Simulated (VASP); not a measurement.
# AgCl (P6_3mc) in VASP: settings compared, part 3 of 3

VASP 6.6.1.

### 5 Single point, r2SCAN

POSCAR

```
AgCl
1.0
    4.5197408309      0.0000000000      0.0000000000
   -2.2598704154      3.9142103780      0.0000000000
    0.0000000000      0.0000000000      5.7224957422
Ag Cl
2 2
Direct
    0.3333333333      0.6666666667     -0.0622204403
    0.6666666667      0.3333333333      0.4377795597
    0.3333333333      0.6666666667      0.4372204403
    0.6666666667      0.3333333333      0.9372204403
```

INCAR.step1

```
PREC = Accurate ; ENCUT = 520
ISMEAR = 0 ; SIGMA = 0.01
LREAL = F ; LASPH = T
NELM = 60 ; NBANDS = 26
GGA = PE ; ALGO = Normal
EDIFF = 1E-4 ; LWAVE = T
LCHARG = F
```

INCAR.step2

```
PREC = Accurate ; ENCUT = 520
EDIFF = 1E-7 ; ISMEAR = 0
SIGMA = 0.01 ; LREAL = F
LASPH = T ; NELM = 60
ALGO = Normal ; ISIF = 2
LWAVE = F ; LCHARG = F
METAGGA = R2SCAN ; LMIXTAU = T
NBANDS = 26 ; ISTART = 1
```

KPOINTS

```
Automatic mesh
0
Gamma
  6 6 4
```

Launch:

```
$ cat potpaw_PBE.64/Ag/POTCAR potpaw_PBE.64/Cl/POTCAR > POTCAR
$ cp INCAR.step1 INCAR
$ mpirun -np 1 vasp_std > vasp.out
$ cp INCAR.step2 INCAR
$ mpirun -np 1 vasp_std > vasp.out
```

It took 1.9 min on 1 thread of Intel Xeon 6975P-C (Granite Rapids), shared host; peak memory 0.27 GiB.

Results (log left out):

```yaml
Free_energy: -57.1395 eV
Pressure: -0.1 GPa
Band_gap_on_the_k_mesh: 1.77 eV, indirect (least direct gap 1.78 eV)
```

Levels at points of the mesh, in eV from the valence-band top:
```tsv
k point	band 15	band 16	band 17	band 18	band 19	band 20	band 21	band 22
(0.00, 0.00, 0.00)	-0.30	-0.30	-0.01	-0.01	1.77	3.55	7.95	7.95
(0.50, 0.00, 0.00)	-1.41	-1.40	-1.38	-1.02	4.54	4.87	6.40	7.78
(0.00, 0.00, 0.50)	-0.11	-0.11	-0.11	-0.11	3.84	3.84	7.85	7.85
(0.50, 0.00, 0.50)	-1.12	-1.12	-0.13	-0.13	5.24	5.24	6.77	6.77
```

Caveat: the PAW data sets were made with another functional, which shifts forces and pressure a little.

### 6 Single point, r2SCAN (volume changed by +3%)

POSCAR

```
AgCl
1.0
    4.5644936506      0.0000000000      0.0000000000
   -2.2822468253      3.9529674568      0.0000000000
    0.0000000000      0.0000000000      5.7791578009
Ag Cl
2 2
Direct
    0.3333333333      0.6666666667     -0.0622204403
    0.6666666667      0.3333333333      0.4377795597
    0.3333333333      0.6666666667      0.4372204403
    0.6666666667      0.3333333333      0.9372204403
```

Changes to INCAR.step1 since step 5:

```diff
@@ -3,3 +3,3 @@
 LREAL = F ; LASPH = T
-NELM = 60 ; NBANDS = 26
+NELM = 100 ; NBANDS = 26
 GGA = PE ; ALGO = Normal
```

INCAR.step2

```
PREC = Accurate ; ENCUT = 520
EDIFF = 1E-7 ; ISMEAR = 0
SIGMA = 0.01 ; LREAL = F
LASPH = T ; NELM = 100
ALGO = Normal ; ISIF = 2
LWAVE = F ; LCHARG = T
METAGGA = R2SCAN ; LMIXTAU = T
LELF = T ; LVHAR = T
NBANDS = 26 ; ISTART = 1
```

KPOINTS

```
regular mesh
0
Gamma
  6 6 4
```

Potentials or basis: VASP PAW PBE potentials, release 64 (Ag, Cl).

Launch:

```
$ cat potpaw_PBE.64/Ag/POTCAR potpaw_PBE.64/Cl/POTCAR > POTCAR
$ cp INCAR.step1 INCAR
$ mpirun -np 1 vasp_std > vasp.out
$ cp INCAR.step2 INCAR
$ mpirun -np 1 vasp_std > vasp.out
```

OUTCAR:

```text
PREC = Accurate
   ENCUT = 520
   EDIFF = 1E-7
   ISMEAR = 0
   LREAL = F
   LASPH = T
   NELM = 100
   ISIF = 2
   METAGGA = R2SCAN
   ISTART = 1

 ion  position               nearest neighbor table
   1  0.333  0.667  0.938-   4 2.64   4 2.64   4 2.64   3 2.89   3 2.89
   2  0.667  0.333  0.438-   3 2.64   3 2.64   3 2.64   4 2.89   4 2.89
   3  0.333  0.667  0.437-   2 2.64   2 2.64   2 2.64   1 2.89   1 2.89
   4  0.667  0.333  0.937-   1 2.64   1 2.64   1 2.64   2 2.89   2 2.89

  LATTYP: Found a hexagonal cell.
 ALAT       =     4.5644936506
 C/A-ratio  =     1.2661114777

  Lattice vectors:

 A1 = (   4.5644936506,   0.0000000000,   0.0000000000)
 A2 = (  -2.2822468253,   3.9529674568,   0.0000000000)
 A3 = (   0.0000000000,   0.0000000000,   5.7791578009)

Analysis of symmetry for initial positions (statically):
=====================================================================
 Subroutine PRICEL returns:
 Original cell was already a primitive cell.

[... 168 lines left out ...]
  free energy    TOTEN  =       -57.12863836 eV

  energy without entropy =      -57.12863836  energy(sigma->0) =      -57.12863836

 E-fermi :   1.5620     XC(G=0):  -9.2484

 val. band max:        1.5074198982   @ k =   0.3333   0.3333   0.5000
 cond. band min:       3.2942182367   @ k =   0.0000   0.0000   0.0000
 fundamental gap:      1.7867983385
 Fermi energy:         1.5619753097

 k-point     1 :       0.0000    0.0000    0.0000
  band No.  band energies     occupation
      1     -13.7764      2.00000
      2     -13.4301      2.00000
      3      -2.5529      2.00000
      4      -2.5529      2.00000
      5      -2.3411      2.00000
      6      -2.3411      2.00000
[... 598 lines left out ...]
     25      11.4896      0.00000
     26      11.4896      0.00000

------------------------ aborting loop because EDIFF is reached ----------------------------------------

  FORCE on cell =-STRESS in cart. coord.  units (eV):
  Direction    XX          YY          ZZ          XY          YZ          ZX
  --------------------------------------------------------------------------------------
  -------------------------------------------------------------------------------------
  Total       -0.7863377     -0.7863377     -0.7083197      0.0000000      0.0000000      0.0000000
  in kB      -12.0820126    -12.0820126    -10.8832727      0.0000000      0.0000000      0.0000000
  external PRESSURE =     -11.6824326 kB  Pullay stress =       0.0000000 kB

 VOLUME and BASIS-vectors are now :
 -----------------------------------------------------------------------------
  energy-cutoff  :      520.00
  volume of cell :      104.28
      direct lattice vectors                 reciprocal lattice vectors
     4.564493651  0.000000000  0.000000000     0.219082351  0.126487254  0.000000000
    -2.282246825  3.952967457  0.000000000     0.000000000  0.252974509  0.000000000
     0.000000000  0.000000000  5.779157801     0.000000000  0.000000000  0.173035593

 POSITION                                       TOTAL-FORCE (eV/Angst)
 -----------------------------------------------------------------------------------
     -0.00000      2.63531      5.41958         0.000000      0.000000     -0.001414
      2.28225      1.31766      2.53000        -0.000000      0.000000     -0.001414
     -0.00000      2.63531      2.52677        -0.000000     -0.000000      0.001414
      2.28225      1.31766      5.41634        -0.000000      0.000000      0.001414
 -----------------------------------------------------------------------------------
    total drift:                               -0.000000      0.000000      0.000304

  FREE ENERGIE OF THE ION-ELECTRON SYSTEM (eV)
  ---------------------------------------------------
  free  energy   TOTEN  =       -57.1286383624 eV

  energy  without entropy=      -57.1286383624  energy(sigma->0) =      -57.12863836
```

OSZICAR.step1:

```text
N       E                     dE             d eps       ncg     rms          rms(c)
DAV:   1     0.229780274036E+03    0.22978E+03   -0.17049E+04  1092   0.124E+03
DAV:   2     0.266542244692E+01   -0.22711E+03   -0.21734E+03  1226   0.267E+02
DAV:   3    -0.110782383888E+02   -0.13744E+02   -0.13638E+02  1300   0.660E+01
DAV:   4    -0.112447664019E+02   -0.16653E+00   -0.16641E+00  1220   0.797E+00
DAV:   5    -0.112477118318E+02   -0.29454E-02   -0.29452E-02  1296   0.109E+00    0.763E+00
DAV:   6    -0.108600133807E+02    0.38770E+00   -0.69233E-01  1216   0.811E+00    0.523E+00
DAV:   7    -0.108567891715E+02    0.32242E-02   -0.31591E-01  1124   0.306E+00    0.236E+00
DAV:   8    -0.108546537778E+02    0.21354E-02   -0.15698E-02  1194   0.102E+00    0.434E-01
DAV:   9    -0.108552608236E+02   -0.60705E-03   -0.32629E-03  1176   0.525E-01    0.662E-02
DAV:  10    -0.108555346859E+02   -0.27386E-03   -0.27013E-04  1060   0.969E-02    0.459E-02
DAV:  11    -0.108557010598E+02   -0.16637E-03   -0.14840E-04  1000   0.712E-02    0.201E-02
DAV:  12    -0.108557020937E+02   -0.10339E-05   -0.67665E-06   668   0.261E-02
   1 F= -.10855702E+02 E0= -.10855702E+02  d E =-.324578E-15
```

Run time: 2.1 min. Hardware: 1 thread of Intel Xeon 6975P-C (Granite Rapids), shared host; peak memory 0.27 GiB.

What came out:

```
Free energy            : -57.1286 eV
Pressure               : -1.2 GPa
Band gap on the k mesh : 1.79 eV, indirect (least direct gap 1.80 eV)
```

Stress tensor (GPa, compression positive):
```
-1.21  0.00  0.00
 0.00 -1.21  0.00
 0.00  0.00 -1.09
```

Caveat: the PAW data sets were made with another functional, which shifts forces and pressure a little.

### 7 Single point, r2SCAN (volume changed by +6%)

POSCAR

```
AgCl
1.0
    4.6083857052      0.0000000000      0.0000000000
   -2.3041928526      3.9909790911      0.0000000000
    0.0000000000      0.0000000000      5.8347300350
Ag Cl
2 2
Direct
    0.3333333333      0.6666666667     -0.0622204403
    0.6666666667      0.3333333333      0.4377795597
    0.3333333333      0.6666666667      0.4372204403
    0.6666666667      0.3333333333      0.9372204403
```

INCAR.step1

```
SYSTEM = AgCl
PREC     = Accurate       ! precision mode
ENCUT    = 520            ! plane-wave cutoff, eV
ISMEAR   = 0              ! smearing method
SIGMA    = 0.01           ! smearing width, eV
LREAL    = .False.        ! projectors in reciprocal space
LASPH    = .True.         ! aspherical terms in the spheres
NELM     = 100            ! most SCF steps
NBANDS   = 26             ! bands
GGA      = PE             ! functional
ALGO     = Normal         ! electronic algorithm
EDIFF    = 1E-4           ! SCF threshold, eV
LWAVE    = .True.         ! write WAVECAR
LCHARG   = .False.        ! write CHGCAR
```

INCAR.step2

```
SYSTEM = AgCl
PREC     = Accurate       ! precision mode
ENCUT    = 520            ! plane-wave cutoff, eV
EDIFF    = 1E-7           ! SCF threshold, eV
ISMEAR   = 0              ! smearing method
SIGMA    = 0.01           ! smearing width, eV
LREAL    = .False.        ! projectors in reciprocal space
LASPH    = .True.         ! aspherical terms in the spheres
NELM     = 100            ! most SCF steps
ALGO     = Normal         ! electronic algorithm
ISIF     = 2              ! what is computed and relaxed
LWAVE    = .False.        ! write WAVECAR
LCHARG   = .False.        ! write CHGCAR
METAGGA  = R2SCAN         ! meta-GGA
LMIXTAU  = .True.       
NBANDS   = 26             ! bands
ISTART   = 1
```

KPOINTS

```
Automatic mesh
0
Gamma
  6 6 4
  0 0 0
```

Launch:

```
$ cat potpaw_PBE.64/Ag/POTCAR potpaw_PBE.64/Cl/POTCAR > POTCAR
$ cp INCAR.step1 INCAR
$ mpirun -np 1 vasp_std > vasp.out
$ cp INCAR.step2 INCAR
$ mpirun -np 1 vasp_std > vasp.out
```

It took 2 min on 1 thread of Intel Xeon 6975P-C (Granite Rapids), shared host; peak memory 0.27 GiB.

The run converged. Its results:

| Quantity | Value |
| --- | --- |
| Free energy | -57.0991 eV |
| Pressure | -2.1 GPa |
| Band gap on the k mesh | 1.81 eV, indirect (least direct gap 1.82 eV) |

Stress tensor (GPa, compression positive):
```
-2.14  0.00  0.00
 0.00 -2.14  0.00
 0.00  0.00 -1.91
```

Levels at points of the mesh, in eV from the valence-band top:
```csv
k point,band 15,band 16,band 17,band 18,band 19,band 20,band 21,band 22
"(0.00, 0.00, 0.00)",-0.27,-0.27,-0.01,-0.01,1.81,3.60,8.03,8.03
"(0.50, 0.00, 0.00)",-1.28,-1.28,-1.28,-0.91,4.43,4.89,6.33,7.85
"(0.00, 0.00, 0.50)",-0.10,-0.10,-0.10,-0.10,3.77,3.77,7.94,7.94
"(0.50, 0.00, 0.50)",-1.01,-1.01,-0.11,-0.11,5.24,5.24,6.64,6.64
```

Caveat: the PAW data sets were made with another functional, which shifts forces and pressure a little.

### 8 Summary

| level | cell | gap on the mesh (eV) | pressure (GPa) |
| --- | --- | --- | --- |
| PBE | a = 4.520, b = 4.520, c = 5.722 Å, angles 90.0, 90.0, 120.0°, 4 atoms | 1.36 | 1.1 |
| r2SCAN | a = 4.427, b = 4.427, c = 5.606 Å, angles 90.0, 90.0, 120.0°, 4 atoms | 1.73 | 2.8 |
| r2SCAN | a = 4.474, b = 4.474, c = 5.665 Å, angles 90.0, 90.0, 120.0°, 4 atoms | 1.75 | 1.2 |
| r2SCAN | a = 4.520, b = 4.520, c = 5.722 Å, angles 90.0, 90.0, 120.0°, 4 atoms | 1.77 | -0.1 |
| r2SCAN | a = 4.564, b = 4.564, c = 5.779 Å, angles 90.0, 90.0, 120.0°, 4 atoms | 1.79 | -1.2 |
| r2SCAN | a = 4.608, b = 4.608, c = 5.835 Å, angles 90.0, 90.0, 120.0°, 4 atoms | 1.81 | -2.1 |

Alike in all rows: task single point; potentials or basis VASP PAW PBE potentials, release 64 (Ag, Cl); no spin polarisation; k mesh 6 × 6 × 4; cutoff (eV) 520; smearing gaussian 0.01 eV.

Caveats: the PAW data sets were made with another functional, which shifts forces and pressure a little (some runs).

Total energies depend on the potentials used, so only differences within one code and one set of settings carry meaning.
